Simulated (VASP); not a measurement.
Here is a VASP 6.6.1 calculation.

INCAR

```
  PREC = Accurate
  ENCUT = 520
  EDIFF = 1E-7
  ISMEAR = 0
  SIGMA = 0.15
  LREAL = F
  LASPH = T
  NELM = 60
  ALGO = Fast
  ISIF = 2
  LWAVE = F
  LCHARG = F
  GGA = PS
  NBANDS = 12
```

Contents of KPOINTS:

```
regular mesh
0
Gamma
  10 10 10
```

Contents of POSCAR:

```
Ti
1.0
    0.0000000000      2.0909000000      2.0909000000
    2.0909000000      0.0000000000      2.0909000000
    2.0909000000      2.0909000000      0.0000000000
Ti
1
Direct
    0.0000000000      0.0000000000      0.0000000000
```

Potentials or basis: VASP PAW PBE potentials, release 64 (Ti_sv).

Run with:

```console
$ cat potpaw_PBE.64/Ti_sv/POTCAR > POTCAR
$ mpirun -np 1 vasp_std > vasp.out
```

Problem. Predict the pressure.

Solution. -9.1 GPa.

Problem. Estimate the band gap on the k mesh.

Solution. Zero (band 6 reaches 8.41 eV, above the bottom of band 7 at 7.31 eV).

Caveat: the cell differs from its parent crystal (strain +0.030 along x and y, +0.030 along z); the PAW data sets were made with another functional, which shifts forces and pressure a little.
